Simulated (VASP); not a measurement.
# HRh3 (Im-3m) in VASP: single point with PBE

Aim: the single point of HRh3 with PBE.

All numbers are computed with VASP 6.6.1; they aren't measurements. Logs are shortened: lines on timing, memory, paths and dates and some standing lists are left out, and cuts for length are marked.

## 1. The cell of the first run

The structure is cubic, space group Im-3m (No. 229). Conventional cell: a = 4.814 Å, b = 4.814 Å, c = 4.814 Å, α = 90.00°, β = 90.00°, γ = 90.00°. H (site symmetry m-3m) has 6 Rh at 2.41 Å within 3.2 Å. Within 3.2 Å of Rh (site symmetry 4/mmm) lie 2 H at 2.41 Å and 4 Rh at 2.41 Å.

## 2. Single point, PBE

INCAR reads:

```
PREC     = Accurate       # precision mode
ENCUT    = 520            # plane-wave cutoff, eV
EDIFF    = 1E-7           # SCF threshold, eV
ISMEAR   = 0              # smearing method
SIGMA    = 0.1            # smearing width, eV
LREAL    = F              # projectors in reciprocal space
LASPH    = T              # aspherical terms in the spheres
NELM     = 100            # most SCF steps
ALGO     = Normal         # electronic algorithm
ISIF     = 2              # what is computed and relaxed
LWAVE    = F              # write WAVECAR
LCHARG   = F              # write CHGCAR
GGA      = PE             # functional
NBANDS   = 31             # bands
```

KPOINTS reads:

```
regular mesh
0
Gamma
  6 6 6
```

POSCAR reads:

```
HRh3
1.0
   -2.4072387600      2.4072387600      2.4072387600
    2.4072387600     -2.4072387600      2.4072387600
    2.4072387600      2.4072387600     -2.4072387600
H Rh
1 3
Direct
    0.0000000000      0.0000000000      0.0000000000
    0.0000000000      0.5000000000      0.5000000000
    0.5000000000      0.0000000000      0.5000000000
    0.5000000000      0.5000000000      0.0000000000
```

Potentials or basis: VASP PAW PBE potentials, release 64 (H, Rh_pv).

Launch:

```sh
$ cat potpaw_PBE.64/H/POTCAR potpaw_PBE.64/Rh_pv/POTCAR > POTCAR
$ mpirun -np 1 vasp_std > vasp.out
```

OUTCAR:

```text
PREC = Accurate
   ENCUT = 520
   EDIFF = 1E-7
   ISMEAR = 0
   LREAL = F
   LASPH = T
   NELM = 100
   ISIF = 2
   GGA = PE

 ion  position               nearest neighbor table
   1  0.000  0.000  0.000-
   2  0.000  0.500  0.500-   3 2.41   4 2.41   4 2.41   3 2.41
   3  0.500  0.000  0.500-   2 2.41   4 2.41   4 2.41   2 2.41
   4  0.500  0.500  0.000-   2 2.41   3 2.41   3 2.41   2 2.41

  LATTYP: Found a body centered cubic cell.
 ALAT       =     4.8144775200

  Lattice vectors:

 A1 = (  -2.4072387600,   2.4072387600,   2.4072387600)
 A2 = (   2.4072387600,  -2.4072387600,   2.4072387600)
 A3 = (   2.4072387600,   2.4072387600,  -2.4072387600)

Analysis of symmetry for initial positions (statically):
=====================================================================
 Subroutine PRICEL returns:
 Original cell was already a primitive cell.

 Routine SETGRP: Setting up the symmetry group for a
 body centered cubic supercell.

 Subroutine GETGRP returns: Found 48 space group operations
 (whereof 48 operations were pure point group operations)
 out of a pool of 48 trial point group operations.

The static configuration has the point symmetry O_h .

Analysis of symmetry for dynamics (positions and initial velocities):
=====================================================================
 Subroutine PRICEL returns:
 Original cell was already a primitive cell.

 Routine SETGRP: Setting up the symmetry group for a
 body centered cubic supercell.

 Subroutine GETGRP returns: Found 48 space group operations
 (whereof 48 operations were pure point group operations)
 out of a pool of 48 trial point group operations.

The dynamic configuration has the point symmetry O_h .

 Subroutine INISYM returns: Found 48 space group operations
 (whereof 48 operations are pure point group operations),
 and found     1 'primitive' translations

----------------------------------------------------------------------------------------

                                     Primitive cell

  volume of cell :      55.7979

  direct lattice vectors                    reciprocal lattice vectors
    -2.407238760  2.407238760  2.407238760     0.000000000  0.207706858  0.207706858
     2.407238760 -2.407238760  2.407238760     0.207706858  0.000000000  0.207706858
     2.407238760  2.407238760 -2.407238760     0.207706858  0.207706858  0.000000000

  length of vectors
     4.169459838  4.169459838  4.169459838     0.293741856  0.293741856  0.293741856

  position of ions in fractional coordinates (direct lattice)
     0.000000000  0.000000000  0.000000000
     0.000000000  0.500000000  0.500000000
     0.500000000  0.000000000  0.500000000
     0.500000000  0.500000000  0.000000000

  ion indices of the primitive-cell ions
   primitive index   ion index
                 1           1
                 2           2
                 3           3
                 4           4

----------------------------------------------------------------------------------------

 KPOINTS: regular mesh

Automatic generation of k-mesh.
 Grid dimensions read from file:
 generate k-points for:    6    6    6

 Generating k-lattice:

  Cartesian coordinates                     Fractional coordinates (reciprocal lattice)
     0.000000000  0.034617810  0.034617810     0.166666667  0.000000000  0.000000000
     0.034617810  0.000000000  0.034617810     0.000000000  0.166666667  0.000000000
     0.034617810  0.034617810  0.000000000     0.000000000  0.000000000  0.166666667

  Length of vectors
     0.048956976  0.048956976  0.048956976

  Shift w.r.t. Gamma in fractional coordinates (k-lattice)
     0.000000000  0.000000000  0.000000000

 Subroutine IBZKPT returns following result:
 ===========================================

 Found     16 irreducible k-points:

 Following reciprocal coordinates:
            Coordinates               Weight
  0.000000  0.000000  0.000000      1.000000
  0.166667  0.000000  0.000000     12.000000
  0.333333  0.000000  0.000000     12.000000
  0.500000  0.000000  0.000000      6.000000
  0.166667  0.166667  0.000000     24.000000
  0.333333  0.166667 -0.000000     48.000000
[... 8 lines left out ...]
  0.500000  0.500000  0.333333     12.000000
  0.500000  0.500000  0.500000      1.000000
   k-points           NKPTS =     16   k-points in BZ     NKDIM =     16   number of bands    NBANDS=     31
   number of dos      NEDOS =    301   number of ions     NIONS =      4
   total plane-waves  NPLWV =  32768
   dimension x,y,z NGX =    32 NGY =   32 NGZ =   32
   dimension x,y,z NGXF=    64 NGYF=   64 NGZF=   64
   ions per type =               1   3
   NGX,Y,Z   is equivalent  to a cutoff of  12.76, 12.76, 12.76 a.u.
   NGXF,Y,Z  is equivalent  to a cutoff of  25.52, 25.52, 25.52 a.u.
 SYSTEM =  unknown system
   PREC   = accura    normal or accurate (medium, high low for compatibility)
   ISTART =      0    job   : 0-new  1-cont  2-samecut
   ICHARG =      2    charge: 1-file 2-atom 10-const
   ISPIN  =      1    spin polarized calculation?
   LNONCOLLINEAR =      F non collinear calculations
   LSORBIT =      F    spin-orbit coupling
   LASPH  =      T    aspherical Exc in radial PAW
   ENCUT  =  520.0 eV  38.22 Ry    6.18 a.u.   7.75  7.75  7.75*2*pi/ulx,y,z
   NELM   =    100;   NELMIN=  2; NELMDL= -5     # of ELM steps
   EDIFF  = 0.1E-06   stopping-criterion for ELM
   LREAL  =      F    real-space projection
   EDIFFG = 0.1E-05   stopping-criterion for IOM
   NSW    =      0    number of steps for IOM
   IBRION =     -1    ionic relax: 0-MD 1-quasi-New 2-CG
   NFREE  =      0    steps in history (QN), initial steepest desc. (CG)
   ISIF   =      2    stress and relaxation
   ISYM   =      2    0-nonsym 1-usesym 2-fastsym
   POTIM  = 0.5000    time-step for ionic-motion
   TEBEG  =    0.0;   TEEND  =   0.0 temperature during run
   PSTRESS=    0.0 pullay stress
   NELECT =      46.0000    total number of electrons
   NUPDOWN=      -1.0000    fix difference up-down
   EMIN   =  10.00;   EMAX   =-10.00  energy-range for DOS
   EFERMI =   0.00;   METHOD = LEGACY
   ISMEAR =     0;   SIGMA  =   0.10  broadening in eV -4-tet -1-fermi 0-gaus
   EFERMI_NEDOS =   21; number of points for ismear=-14 and -15
   IALGO  =     38    algorithm
   IMIX   =      4    mixing-type and parameters
     AMIX     =   0.40;   BMIX     =  1.00
     AMIX_MAG =   1.60;   BMIX_MAG =  1.00
  volume/ion in A,a.u.               =      13.95        94.14
  Fermi-wavevector in a.u.,A,eV,Ry     =   1.535047  2.900818 32.060341  2.356369
  Thomas-Fermi vector in A             =   2.641890
   LORBIT       =      0    0 simple, 1 ext, 2 COOP (PROOUT), +10 PAW based schemes
   GGA     = PE    functional components
   LHFCALC =     F    Hartree Fock is set to
   AEXX    =    0.0000 exact exchange contribution
   IVDW    =     0    specifies the selected vdW correction
   LEPSILON=     F    determine dielectric tensor
   LRPA    =     F    only Hartree local field effects (RPA)
 non-spin polarized calculation
 Gauss-broadening in eV      SIGMA  =   0.10
  energy-cutoff  :      520.00
  volume of cell :       55.80
 maximum number of plane-waves:      1513
   NGX = 15   NGY = 15   NGZ = 15

 number of electron      45.9999980 magnetization

 Free energy of the ion-electron system (eV)
  ---------------------------------------------------
  ext. energy  EPLUGINS =         0.00000000
  ---------------------------------------------------
  free energy    TOTEN  =       -20.24625087 eV

  energy without entropy =      -20.20887066  energy(sigma->0) =      -20.22756076

 E-fermi :   8.0887     XC(G=0): -12.2242

 val. band max:        8.0869033436   @ k =   0.0000   0.0000   0.0000
 cond. band min:       8.1083555433   @ k =  -0.3333   0.5000   0.1667
 fundamental gap:      0.0214521997
 Fermi energy:         8.0887449492

 k-point     1 :       0.0000    0.0000    0.0000
  band No.  band energies     occupation
      1     -39.0207      2.00000
      2     -39.0207      2.00000
      3     -39.0207      2.00000
      4     -38.1243      2.00000
      5     -38.1243      2.00000
      6     -38.1243      2.00000
[... 23 lines left out ...]
     30      15.0410      0.00000
     31      15.0410      0.00000

 k-point     2 :       0.1667    0.0000    0.0000
  band No.  band energies     occupation
      1     -39.0216      2.00000
      2     -38.9527      2.00000
      3     -38.9496      2.00000
      4     -38.1384      2.00000
      5     -38.1314      2.00000
      6     -38.1190      2.00000
[... 23 lines left out ...]
     30      15.5861      0.00000
     31      16.0630      0.00000

 k-point     3 :       0.3333    0.0000    0.0000
  band No.  band energies     occupation
      1     -39.0232      2.00000
      2     -38.7640      2.00000
      3     -38.7546      2.00000
      4     -38.2442      2.00000
      5     -38.2318      2.00000
      6     -38.1073      2.00000
[... 23 lines left out ...]
     30      16.5621      0.00000
     31      18.0874      0.00000

 k-point     4 :       0.5000    0.0000    0.0000
  band No.  band energies     occupation
      1     -39.0240      2.00000
      2     -38.5106      2.00000
      3     -38.4905      2.00000
      4     -38.4883      2.00000
      5     -38.4866      2.00000
      6     -38.1062      2.00000
[... 23 lines left out ...]
     30      16.8582      0.00000
     31      18.8701      0.00000

 k-point     5 :       0.1667    0.1667    0.0000
  band No.  band energies     occupation
      1     -38.9543      2.00000
      2     -38.9515      2.00000
      3     -38.7577      2.00000
      4     -38.2455      2.00000
      5     -38.1252      2.00000
      6     -38.1173      2.00000
[... 23 lines left out ...]
     30      16.6250      0.00000
     31      17.8183      0.00000
[... 270 lines left out ...]
     30      16.7781      0.00000
     31      17.2883      0.00000

 k-point    14 :      -0.3333    0.3333    0.3333
  band No.  band energies     occupation
      1     -39.0316      2.00000
      2     -39.0316      2.00000
      3     -38.7754      2.00000
      4     -38.2103      2.00000
      5     -38.0963      2.00000
      6     -38.0963      2.00000
[... 23 lines left out ...]
     30      16.2886      0.00000
     31      19.7570      0.00000

 k-point    15 :       0.5000    0.5000    0.3333
  band No.  band energies     occupation
      1     -39.0344      2.00000
      2     -38.9675      2.00000
      3     -38.9648      2.00000
      4     -38.0948      2.00000
      5     -38.0925      2.00000
      6     -38.0873      2.00000
[... 23 lines left out ...]
     30      15.0943      0.00000
     31      19.6326      0.00000

 k-point    16 :       0.5000    0.5000    0.5000
  band No.  band energies     occupation
      1     -39.0378      2.00000
      2     -39.0378      2.00000
      3     -39.0378      2.00000
      4     -38.0898      2.00000
      5     -38.0898      2.00000
      6     -38.0898      2.00000
[... 23 lines left out ...]
     30      14.3692      0.00000
     31      19.6152      0.00000

------------------------ aborting loop because EDIFF is reached ----------------------------------------

  FORCE on cell =-STRESS in cart. coord.  units (eV):
  Direction    XX          YY          ZZ          XY          YZ          ZX
  --------------------------------------------------------------------------------------
  -------------------------------------------------------------------------------------
  Total        1.7445456      1.7445456      1.7445456      0.0000000      0.0000000      0.0000000
  in kB       50.0928118     50.0928118     50.0928118      0.0000000      0.0000000      0.0000000
  external PRESSURE =      50.0928118 kB  Pullay stress =       0.0000000 kB

 VOLUME and BASIS-vectors are now :
 -----------------------------------------------------------------------------
  energy-cutoff  :      520.00
  volume of cell :       55.80
      direct lattice vectors                 reciprocal lattice vectors
    -2.407238760  2.407238760  2.407238760     0.000000000  0.207706858  0.207706858
     2.407238760 -2.407238760  2.407238760     0.207706858  0.000000000  0.207706858
     2.407238760  2.407238760 -2.407238760     0.207706858  0.207706858  0.000000000

 POSITION                                       TOTAL-FORCE (eV/Angst)
 -----------------------------------------------------------------------------------
      0.00000      0.00000      0.00000        -0.000000      0.000000      0.000000
      2.40724      0.00000      0.00000         0.000000     -0.000000      0.000000
      0.00000      2.40724      0.00000        -0.000000      0.000000     -0.000000
      0.00000      0.00000      2.40724        -0.000000     -0.000000     -0.000000
 -----------------------------------------------------------------------------------
    total drift:                               -0.000000     -0.000000      0.000000

  FREE ENERGIE OF THE ION-ELECTRON SYSTEM (eV)
  ---------------------------------------------------
  free  energy   TOTEN  =       -20.2462508678 eV

  energy  without entropy=      -20.2088706597  energy(sigma->0) =      -20.22756076
```

Run time: 9.9 s. Hardware: 1 thread of Intel Xeon 6975P-C (Granite Rapids), shared host; peak memory 0.18 GiB.

Results:

| Property | Result |
| --- | --- |
| Free energy | -20.2463 eV |
| Pressure | 5.0 GPa |
| Band gap on the k mesh | zero (band 23 reaches 8.62 eV, above the bottom of band 24 at 7.21 eV) |
